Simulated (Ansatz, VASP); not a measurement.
Two plane-wave programs on MgO

File POSCAR:

```
MgO
1.0
    3.3787240389      0.0000000000      0.0000000000
   -1.6893620195      2.9260608501      0.0000000000
    0.0000000000      0.0000000000      2.6796800000
Mg O
1 1
Direct
    0.0000000000      0.0000000000      0.0000000000
    0.3333333333      0.6666666667      0.5000000000
```

The input INCAR.step1:

```
SYSTEM = MgO
  ALGO = Normal
  EDIFF = 1E-4
  ENCUT = 520
  GGA = PE
  ISMEAR = 0
  LASPH = .TRUE.
  LCHARG = .FALSE.
  LREAL = .FALSE.
  LWAVE = .TRUE.
  NBANDS = 11
  NELM = 60
  PREC = Accurate
  SIGMA = 0.05
```

INCAR.step2

```
SYSTEM = MgO
  ALGO = Normal
  EDIFF = 1E-6
  ENCUT = 520
  ISIF = 2
  ISMEAR = 0
  ISTART = 1
  LASPH = .TRUE.
  LCHARG = .FALSE.
  LMIXTAU = .TRUE.
  LREAL = .FALSE.
  LWAVE = .FALSE.
  METAGGA = R2SCAN
  NBANDS = 11
  NELM = 60
  PREC = Accurate
  SIGMA = 0.05
```

File KPOINTS:

```
k-points
0
G
  9 9 8
  0 0 0
```

Input for Ansatz:

```yaml
crystal:
  lattice:
    - [3.3787240389, 0.0, 0.0]
    - [-1.6893620195, 2.9260608501, 0.0]
    - [0.0, 0.0, 2.67968]
  atoms:
    - { symbol: Mg, position: [0.0, 0.0, 0.0] }
    - { symbol: O, position: [0.3333333333, 0.6666666667, 0.5] }
basis:
  ecutwfc: 500
kpoints:
  mp_grid: { grid: [9, 9, 8] }
hamiltonian:
  xc: r2scan
scf:
  occupations: { method: gaussian, width: 0.05 }
output:
  forces: true
  stress: true
  eigenvalues: true
```

Change from the starting cell: strain +0.1500 x Voigt [1, 1, 0, 0, 0, 0], atoms carried along.

Alike in both runs: task single point; functional r2SCAN; k mesh 9 × 9 × 8; occupations gaussian, width 0.05 eV; no spin polarisation.

|  | VASP | Ansatz |
| --- | --- | --- |
| version | VASP 6.6.1 | Ansatz 0.2.0 |
| potentials or method | VASP PAW PBE potentials, release 64 (Mg, O), cutoff 520 eV | scalar-relativistic, plane waves, PAW |
| valence electrons in the cell | 8 | 16 |

```tsv
	VASP	Ansatz	Ansatz less VASP
gap on the k mesh at the Fermi level (eV)	0.88	0.91	+0.029
least direct gap on the mesh (eV)	1.05	1.08	+0.028
pressure (GPa)	-23.5	-22.9	+0.61
traceless stress, the component that is largest in VASP (GPa)	29.64	29.68	+0.035
```

VASP's potentials were made for PBE, not for r2SCAN. VASP's potentials hold 8 valence electrons a cell and Ansatz's 16, so a difference there can come from the potentials and not from the codes.
